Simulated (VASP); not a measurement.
# Mo (a cell with a defect) in VASP: a series of runs

Mo (a cell with a defect) is run at these levels: PBE; tasks: single point.

Program: VASP 6.6.1. These are calculated values, not measurements. Logs are shortened: lines on timing, memory, paths and dates and some standing lists are left out, and cuts for length are marked.

## Step 1: The cell of the first run

The cell holds a defect, 31 atoms: a = 8.942 Å, b = 8.942 Å, c = 8.942 Å, α = 60.00°, β = 60.00°, γ = 60.00°.

## Step 2: Single point, PBE

Contents of INCAR:

```
ALGO     = Normal         # electronic algorithm
EDIFF    = 1E-6           # SCF threshold, eV
ENCUT    = 400            # plane-wave cutoff, eV
GGA      = PE             # functional
GGA_COMPAT= F            
ISIF     = 2              # what is computed and relaxed
ISMEAR   = 1              # smearing method
LASPH    = T              # aspherical terms in the spheres
LCHARG   = F              # write CHGCAR
LREAL    = Auto         
LWAVE    = F              # write WAVECAR
NBANDS   = 238            # bands
NELM     = 120            # most SCF steps
PREC     = Accurate       # precision mode
SIGMA    = 0.1            # smearing width, eV
```

Contents of KPOINTS:

```
k-points
0
Gamma
  1 1 1
```

Contents of POSCAR:

```
Mo
1.0
    0.0000000000      6.3226243300      6.3226243300
    6.3226243300      0.0000000000      6.3226243300
    6.3226243300      6.3226243300      0.0000000000
Mo
31
Direct
    0.0000587013     -0.0002064142      0.0002394154
    0.1242753310      0.1237761943      0.1244728413
    0.2500405935      0.2497989638      0.2502870601
    0.3767818624      0.3762847523      0.3769908652
    0.0001301389     -0.0002775765      0.5003448470
    0.1242009169      0.1238865963      0.6279469655
    0.2511748121      0.2507897146      0.7493132702
    0.3767269579      0.3763657909      0.8704539745
   -0.0000342721      0.4996922552      0.0003968229
    0.1241533250      0.6273034378      0.1245988867
    0.2510610581      0.7486225480      0.2514730861
    0.3766891238      0.8698020945      0.3770980260
   -0.0000068490      0.4996896970      0.5004391986
    0.1300180561      0.6229674656      0.6237194045
    0.2511355192      0.7485085942      0.7493600403
    0.3724871830      0.8754719597      0.8762283444
    0.5000186126     -0.0003837328      0.0004399344
    0.6276308195      0.1237830395      0.1244865995
    0.7489505995      0.2506822485      0.2514988146
    0.8701484375      0.3762300986      0.3769614251
    0.4999501614     -0.0002458317      0.5003366954
    0.6234314700      0.1295546042      0.6238334885
    0.7488827301      0.2507535589      0.7493061517
    0.8758516834      0.3721712543      0.8762810399
    0.5000335084      0.4997144199      0.0004137522
    0.6233911006      0.6231345560      0.1302858285
    0.7489912791      0.7486548281      0.2514526466
    0.8759456641      0.8756272391      0.3727652391
    0.6235344764      0.6229755748      0.6236909811
    0.7500512455      0.7497916594      0.7502745289
    0.8759992566      0.8754752213      0.8762066492
```

Potentials or basis: VASP PAW PBE potentials, release 64 (Mo_sv).

Launch:

```sh
cat potpaw_PBE.64/Mo_sv/POTCAR > POTCAR
mpirun -np 1 vasp_gam > vasp.out
```

OUTCAR:

```text
EDIFF = 1E-6
   ENCUT = 400
   GGA = PE
   ISIF = 2
   ISMEAR = 1
   LASPH = T
   LREAL = Auto
   NELM = 120
   PREC = Accurate

 ion  position               nearest neighbor table
   1  0.000  1.000  0.000-   6 2.72  24 2.72  31 2.72  18 2.72  16 2.72   2 2.72  10 2.72  28 2.72
                            23 3.17   7 3.17  19 3.17  15 3.17  27 3.18  11 3.18
   2  0.124  0.124  0.124-   1 2.72  11 2.74   7 2.74  19 2.74  17 2.74   5 2.74   9 2.74   3 2.76
                            28 3.14  16 3.14  24 3.14  20 3.19  12 3.19   8 3.19
   3  0.250  0.250  0.250-  10 2.76  18 2.76   2 2.76   6 2.76   8 2.77  20 2.77   4 2.77  12 2.77
                            25 3.16  21 3.16   9 3.16   5 3.16  17 3.16  13 3.16
   4  0.377  0.376  0.377-  19 2.72   7 2.72  11 2.72  21 2.75  25 2.75  13 2.75   3 2.77  14 3.12
                            26 3.12  22 3.12   6 3.19  18 3.19  10 3.19
   5  0.000  1.000  0.500-   6 2.74  28 2.74  31 2.74   2 2.74  20 2.75  12 2.75  22 2.75  14 2.75
                            11 3.16   3 3.16  23 3.16  30 3.16  15 3.16  19 3.16
   6  0.124  0.124  0.628-   1 2.72   7 2.74  23 2.74  15 2.74  21 2.74  13 2.74   5 2.74   3 2.76
                            16 3.14  31 3.14  24 3.14  12 3.19   4 3.19  20 3.19
   7  0.251  0.251  0.749-  14 2.72  22 2.72   8 2.72   4 2.72   2 2.74   6 2.74  16 2.74  24 2.74
                            17 3.16   9 3.16  21 3.16  13 3.16   1 3.17
   8  0.377  0.376  0.870-  15 2.72  23 2.72   7 2.72  25 2.75  17 2.75   9 2.75   3 2.77  29 3.12
                            22 3.12  14 3.12  18 3.19   2 3.19  10 3.19
   9  1.000  0.500  0.000-  24 2.74  31 2.74   2 2.74  10 2.75  20 2.75  26 2.75  14 2.75   8 2.75
[... 31 lines left out ...]
  25  0.500  0.500  0.000-  16 2.74  24 2.74  10 2.74  18 2.74   4 2.75   8 2.75  26 2.75  29 2.75
                             3 3.16  15 3.16  11 3.16  19 3.16  23 3.16  30 3.16
  26  0.623  0.623  0.130-  27 2.72  11 2.72  19 2.72  17 2.75   9 2.75  25 2.75  30 2.77  20 3.12
                             4 3.12  12 3.12  31 3.19  16 3.19  24 3.19
  27  0.749  0.749  0.251-  29 2.72  26 2.72  12 2.72  20 2.72  18 2.74  10 2.74  28 2.74  31 2.74
                            21 3.16  17 3.16  13 3.16   9 3.16   1 3.18
  28  0.876  0.876  0.373-   1 2.72  19 2.74  11 2.74  27 2.74   5 2.74  13 2.74  21 2.75  30 2.76
                             2 3.14  10 3.14  18 3.14  22 3.19  14 3.19  29 3.19
  29  0.624  0.623  0.624-  23 2.72  27 2.72  15 2.72  13 2.75  25 2.75  21 2.75  30 2.77   8 3.12
                            12 3.12  20 3.12  24 3.19  16 3.19  28 3.19
  30  0.750  0.750  0.750-  28 2.76  31 2.76  16 2.76  24 2.76  22 2.77  29 2.77  14 2.77  26 2.77
                            13 3.16  17 3.16   5 3.16   9 3.16  21 3.16  25 3.16
  31  0.876  0.875  0.876-   1 2.72  15 2.74  27 2.74  23 2.74   9 2.74   5 2.74  17 2.74  30 2.76
                            10 3.14  18 3.14   6 3.14  22 3.19  26 3.19  14 3.19

  LATTYP: Found a face centered cubic cell.
 ALAT       =    12.6452486600

  Lattice vectors:

 A1 = (   0.0000000000,   6.3226243300,   6.3226243300)
 A2 = (   6.3226243300,   0.0000000000,   6.3226243300)
 A3 = (   6.3226243300,   6.3226243300,   0.0000000000)

Analysis of symmetry for initial positions (statically):
=====================================================================
 Subroutine PRICEL returns:
 Original cell was already a primitive cell.

 Routine SETGRP: Setting up the symmetry group for a
 face centered cubic supercell.

 Subroutine GETGRP returns: Found  1 space group operations
 (whereof  1 operations were pure point group operations)
 out of a pool of 48 trial point group operations.

The static configuration has the point symmetry C_1 .

Analysis of symmetry for dynamics (positions and initial velocities):
=====================================================================
 Subroutine PRICEL returns:
 Original cell was already a primitive cell.

 Routine SETGRP: Setting up the symmetry group for a
 face centered cubic supercell.

 Subroutine GETGRP returns: Found  1 space group operations
 (whereof  1 operations were pure point group operations)
 out of a pool of 48 trial point group operations.

The dynamic configuration has the point symmetry C_1 .

 Subroutine INISYM returns: Found  1 space group operations
 (whereof  1 operations are pure point group operations),
 and found     1 'primitive' translations

----------------------------------------------------------------------------------------

                                     Primitive cell

  volume of cell :     505.5011

  direct lattice vectors                    reciprocal lattice vectors
     0.000000000  6.322624330  6.322624330    -0.079081086  0.079081086  0.079081086
     6.322624330  0.000000000  6.322624330     0.079081086 -0.079081086  0.079081086
     6.322624330  6.322624330  0.000000000     0.079081086  0.079081086 -0.079081086

  length of vectors
     8.941541077  8.941541077  8.941541077     0.136972459  0.136972459  0.136972459

  position of ions in fractional coordinates (direct lattice)
     0.000058701  0.999793586  0.000239415
     0.124275331  0.123776194  0.124472841
     0.250040594  0.249798964  0.250287060
     0.376781862  0.376284752  0.376990865
     0.000130139  0.999722424  0.500344847
     0.124200917  0.123886596  0.627946966
[... 23 lines left out ...]
     0.750051246  0.749791659  0.750274529
     0.875999257  0.875475221  0.876206649

  ion indices of the primitive-cell ions
   primitive index   ion index
                 1           1
                 2           2
                 3           3
                 4           4
                 5           5
                 6           6
[... 23 lines left out ...]
                30          30
                31          31

----------------------------------------------------------------------------------------

 KPOINTS: k-points

Automatic generation of k-mesh.
 Grid dimensions read from file:
 generate k-points for:    1    1    1

 Generating k-lattice:

  Cartesian coordinates                     Fractional coordinates (reciprocal lattice)
    -0.079081086  0.079081086  0.079081086     1.000000000  0.000000000  0.000000000
     0.079081086 -0.079081086  0.079081086     0.000000000  1.000000000  0.000000000
     0.079081086  0.079081086 -0.079081086     0.000000000  0.000000000  1.000000000

  Length of vectors
     0.136972459  0.136972459  0.136972459

  Shift w.r.t. Gamma in fractional coordinates (k-lattice)
     0.000000000  0.000000000  0.000000000

 Subroutine IBZKPT returns following result:
 ===========================================

 Found      1 irreducible k-points:

 Following reciprocal coordinates:
            Coordinates               Weight
  0.000000  0.000000  0.000000      1.000000
   k-points           NKPTS =      1   k-points in BZ     NKDIM =      1   number of bands    NBANDS=    238
   number of dos      NEDOS =    301   number of ions     NIONS =     31
   total plane-waves  NPLWV = 216000
   dimension x,y,z NGX =    60 NGY =   60 NGZ =   60
   dimension x,y,z NGXF=   120 NGYF=  120 NGZF=  120
   ions per type =              31
   NGX,Y,Z   is equivalent  to a cutoff of  11.16, 11.16, 11.16 a.u.
   NGXF,Y,Z  is equivalent  to a cutoff of  22.31, 22.31, 22.31 a.u.
 SYSTEM =  unknown system
   PREC   = accura    normal or accurate (medium, high low for compatibility)
   ISTART =      0    job   : 0-new  1-cont  2-samecut
   ICHARG =      2    charge: 1-file 2-atom 10-const
   ISPIN  =      1    spin polarized calculation?
   LNONCOLLINEAR =      F non collinear calculations
   LSORBIT =      F    spin-orbit coupling
   LASPH  =      T    aspherical Exc in radial PAW
   ENCUT  =  400.0 eV  29.40 Ry    5.42 a.u.  14.58 14.58 14.58*2*pi/ulx,y,z
   NELM   =    120;   NELMIN=  2; NELMDL= -5     # of ELM steps
   EDIFF  = 0.1E-05   stopping-criterion for ELM
   LREAL  =      T    real-space projection
   EDIFFG = 0.1E-04   stopping-criterion for IOM
   NSW    =      0    number of steps for IOM
   IBRION =     -1    ionic relax: 0-MD 1-quasi-New 2-CG
   NFREE  =      0    steps in history (QN), initial steepest desc. (CG)
   ISIF   =      2    stress and relaxation
   ISYM   =      2    0-nonsym 1-usesym 2-fastsym
   POTIM  = 0.5000    time-step for ionic-motion
   TEBEG  =    0.0;   TEEND  =   0.0 temperature during run
   PSTRESS=    0.0 pullay stress
   NELECT =     434.0000    total number of electrons
   NUPDOWN=      -1.0000    fix difference up-down
   EMIN   =  10.00;   EMAX   =-10.00  energy-range for DOS
   EFERMI =   0.00;   METHOD = LEGACY
   ISMEAR =     1;   SIGMA  =   0.10  broadening in eV -4-tet -1-fermi 0-gaus
   EFERMI_NEDOS =   21; number of points for ismear=-14 and -15
   IALGO  =     38    algorithm
   IMIX   =      4    mixing-type and parameters
     AMIX     =   0.40;   BMIX     =  1.00
     AMIX_MAG =   1.60;   BMIX_MAG =  1.00
  volume/ion in A,a.u.               =      16.31       110.04
  Fermi-wavevector in a.u.,A,eV,Ry     =   1.555956  2.940331 32.939700  2.421000
  Thomas-Fermi vector in A             =   2.659822
   LORBIT       =      0    0 simple, 1 ext, 2 COOP (PROOUT), +10 PAW based schemes
   GGA     = PE    functional components
   LHFCALC =     F    Hartree Fock is set to
   AEXX    =    0.0000 exact exchange contribution
   IVDW    =     0    specifies the selected vdW correction
   LEPSILON=     F    determine dielectric tensor
   LRPA    =     F    only Hartree local field effects (RPA)
 non-spin polarized calculation
 Methfessel and Paxton  Order N= 1 SIGMA  =   0.10
  energy-cutoff  :      400.00
  volume of cell :      505.50
 maximum number of plane-waves:      4629
 NGX is ok and might be reduce to    60
   NGX = 29   NGY = 29   NGZ = 29

 number of electron     433.9999914 magnetization

 Free energy of the ion-electron system (eV)
  ---------------------------------------------------
  ext. energy  EPLUGINS =         0.00000000
  ---------------------------------------------------
  free energy    TOTEN  =      -350.03334392 eV

  energy without entropy =     -350.08739422  energy(sigma->0) =     -350.05136069

 E-fermi :  11.5463     XC(G=0): -13.0918

 val. band max:       11.4803482107   @ k =   0.0000   0.0000   0.0000
 cond. band min:      12.2377435558   @ k =   0.0000   0.0000   0.0000
 fundamental gap:      0.7573953450
 Fermi energy:        11.5463328519

 k-point     1 :       0.0000    0.0000    0.0000
  band No.  band energies     occupation
      1     -49.2956      2.00000
      2     -49.1989      2.00000
      3     -49.1079      2.00000
      4     -49.1078      2.00000
      5     -49.1078      2.00000
      6     -49.0733      2.00000
[... 221 lines left out ...]
    228      13.5187     -0.00000
    229      13.5188     -0.00000
 [bands above 229 left out]

------------------------ aborting loop because EDIFF is reached ----------------------------------------

  FORCE on cell =-STRESS in cart. coord.  units (eV):
  Direction    XX          YY          ZZ          XY          YZ          ZX
  --------------------------------------------------------------------------------------
  -------------------------------------------------------------------------------------
  Total      -42.7951707    -42.8037371    -42.7962551     -0.0006406      0.0031802     -0.0002070
  in kB     -135.6385740   -135.6657249   -135.6420108     -0.0020303      0.0100795     -0.0006560
  external PRESSURE =    -135.6487699 kB  Pullay stress =       0.0000000 kB

 VOLUME and BASIS-vectors are now :
 -----------------------------------------------------------------------------
  energy-cutoff  :      400.00
  volume of cell :      505.50
      direct lattice vectors                 reciprocal lattice vectors
     0.000000000  6.322624330  6.322624330    -0.079081086  0.079081086  0.079081086
     6.322624330  0.000000000  6.322624330     0.079081086 -0.079081086  0.079081086
     6.322624330  6.322624330  0.000000000     0.079081086  0.079081086 -0.079081086

 POSITION                                       TOTAL-FORCE (eV/Angst)
 -----------------------------------------------------------------------------------
      6.32283      0.00188      6.32169         0.001378      0.013203     -0.008539
      1.56959      1.57274      1.56834         0.009891     -0.000983      0.007275
      3.16186      3.16338      3.16030        -0.001414      0.009678     -0.006634
      4.76268      4.76582      4.76136         0.013912      0.002554      0.007616
      9.48436      3.16432      6.32169        -0.001593      0.000720     -0.009371
      4.75356      4.75555      1.56856        -0.005104     -0.010674      0.003970
[... 23 lines left out ...]
      9.48435      9.48600      9.48294        -0.001853      0.010917     -0.006988
     11.07523     11.07854     11.07392        -0.000354     -0.011613     -0.002278
 -----------------------------------------------------------------------------------
    total drift:                               -0.001093     -0.002777      0.001587

  FREE ENERGIE OF THE ION-ELECTRON SYSTEM (eV)
  ---------------------------------------------------
  free  energy   TOTEN  =      -350.0333439189 eV

  energy  without entropy=     -350.0873942221  energy(sigma->0) =     -350.05136069
```

Wall time 8 min (1 thread of Intel Xeon 8259CL, shared host); peak memory 0.47 GiB.

What came out:

| Item | Value |
| --- | --- |
| Free energy | -350.0333 eV |
| Pressure | -13.6 GPa |
| Largest force | 0.025 eV/Å |
| Band gap on the k mesh | 0.76 eV |

Forces on the atoms (eV/Å):
```
Mo   0.001  0.013 -0.009
Mo   0.010 -0.001  0.007
Mo  -0.001  0.010 -0.007
Mo   0.014  0.003  0.008
Mo  -0.002  0.001 -0.009
Mo  -0.005 -0.011  0.004
Mo  -0.003 -0.003 -0.017
Mo  -0.007 -0.013  0.004
Mo  -0.002  0.008  0.004
Mo  -0.012 -0.001 -0.006
Mo   0.000  0.001  0.004
Mo  -0.015  0.002 -0.012
Mo  -0.006  0.001  0.002
Mo  -0.003  0.004  0.012
Mo   0.012 -0.002  0.007
Mo  -0.002 -0.002  0.011
Mo   0.000  0.000  0.006
Mo   0.009 -0.009  0.000
Mo  -0.009 -0.002  0.007
Mo   0.017 -0.009 -0.002
Mo  -0.001  0.018  0.001
Mo   0.006 -0.018  0.009
Mo  -0.001  0.024  0.007
Mo  -0.001 -0.007  0.005
Mo  -0.004  0.000  0.000
Mo   0.007  0.009 -0.013
Mo  -0.003  0.001  0.005
Mo   0.004  0.000 -0.010
Mo  -0.001 -0.017 -0.009
Mo  -0.002  0.011 -0.007
Mo   0.000 -0.012 -0.002
```

Caveat: the k points lie up to 0.86 Å⁻¹ apart.

## Step 3: Single point, PBE

Contents of INCAR:

```
SYSTEM = Mo
  ALGO = Normal
  EDIFF = 1E-6
  ENCUT = 400
  GGA = PE
  GGA_COMPAT = .FALSE.
  ISIF = 2
  ISMEAR = 1
  LASPH = .TRUE.
  LCHARG = .FALSE.
  LREAL = Auto
  LWAVE = .FALSE.
  NBANDS = 238
  NELM = 120
  PREC = Accurate
  SIGMA = 0.1
```

Contents of KPOINTS:

```
k-points
0
G
  1 1 1
  0 0 0
```

Contents of POSCAR:

```
Mo
1.0
    0.0000000000      6.3226243300      6.3226243300
    6.3226243300      0.0000000000      6.3226243300
    6.3226243300      6.3226243300      0.0000000000
Mo
31
Direct
   -0.0008052186     -0.0008560049     -0.0010920808
    0.1251368657      0.1248963958      0.1248134149
    0.2517032394      0.2516284423      0.2514160792
    0.4983977676      0.4983663585      0.4981491250
   -0.0007560288     -0.0009251476      0.5023602904
    0.1260705129      0.1260206075      0.6237643687
    0.2517493374      0.2516099382      0.7448352796
    0.3749994820      0.3749803326      0.8748417530
   -0.0008225968      0.5024664975     -0.0010576746
    0.1260610285      0.6238778542      0.1259324488
    0.2516865614      0.7449693543      0.2514343638
    0.3750918677      0.8748888060      0.3748954518
    0.0049600685      0.4982637623      0.4981980308
    0.1261373499      0.6238555461      0.6236987890
    0.2474503087      0.7507734214      0.7507123476
    0.3750295297      0.8749176155      0.8747977608
    0.5026109589     -0.0009562299     -0.0010226390
    0.6239925053      0.1259791299      0.1258388556
    0.7450838722      0.2515809271      0.2514999912
    0.8750286498      0.3749043639      0.3748205682
    0.4983813171      0.0048191780      0.4981552017
    0.6239369461      0.1259970710      0.6238003436
    0.7508781029      0.2473174038      0.7506613407
    0.8750633664      0.3748972294      0.8748622960
    0.4984314670      0.4983140398      0.0047178716
    0.6239400552      0.6238945312      0.1259081968
    0.7509455415      0.7507875934      0.2472362288
    0.8750275705      0.8749708350      0.3748204086
    0.6250830946      0.6248734459      0.6248345288
    0.7509143757      0.7508253719      0.7506212237
    0.8751030056      0.8748595502      0.8747949634
```

Potentials or basis: VASP PAW PBE potentials, release 64 (Mo_sv).

Launch:

```sh
cat potpaw_PBE.64/Mo_sv/POTCAR > POTCAR
mpirun -np 1 vasp_gam > vasp.out
```

Run time: 7.3 min. Hardware: 1 thread of Intel Xeon 8259CL, shared host; peak memory 0.47 GiB.

It converged, with:

- Free energy: -350.0334 eV
- Pressure: -13.6 GPa
- Largest force: 0.018 eV/Å
- Band gap on the k mesh: 0.76 eV

Forces on the atoms (eV/Å):
```
Mo   0.002  0.009 -0.001
Mo   0.002 -0.008 -0.003
Mo   0.006  0.011  0.003
Mo  -0.012 -0.004 -0.013
Mo  -0.004 -0.003  0.001
Mo  -0.002  0.001 -0.003
Mo  -0.008 -0.006  0.002
Mo  -0.004  0.001  0.000
Mo  -0.001  0.007 -0.002
Mo  -0.004 -0.009  0.002
Mo  -0.003  0.009 -0.005
Mo  -0.002 -0.012  0.000
Mo  -0.008  0.009  0.008
Mo   0.011  0.001 -0.001
Mo  -0.006  0.006  0.005
Mo   0.003  0.000  0.002
Mo   0.004 -0.002 -0.003
Mo  -0.001  0.002  0.001
Mo   0.004 -0.006 -0.008
Mo   0.002  0.000  0.002
Mo   0.012 -0.005  0.012
Mo  -0.004  0.002  0.003
Mo   0.007 -0.001  0.008
Mo   0.000 -0.007  0.001
Mo   0.006  0.010 -0.011
Mo  -0.004  0.000  0.009
Mo   0.003  0.005 -0.007
Mo  -0.002 -0.001  0.001
Mo   0.003 -0.004  0.003
Mo  -0.006  0.000 -0.008
Mo   0.006 -0.006  0.001
```

Levels at points of the mesh, in eV from the valence-band top:
```tsv
k point	band 213	band 214	band 215	band 216	band 217	band 218	band 219	band 220	band 221	band 222
(0.00, 0.00, 0.00)	-0.06	-0.06	0.00	0.00	0.00	0.76	0.76	0.76	1.42	1.42
```

Caveat: the k points lie up to 0.86 Å⁻¹ apart.

[end of part 1 of 3]
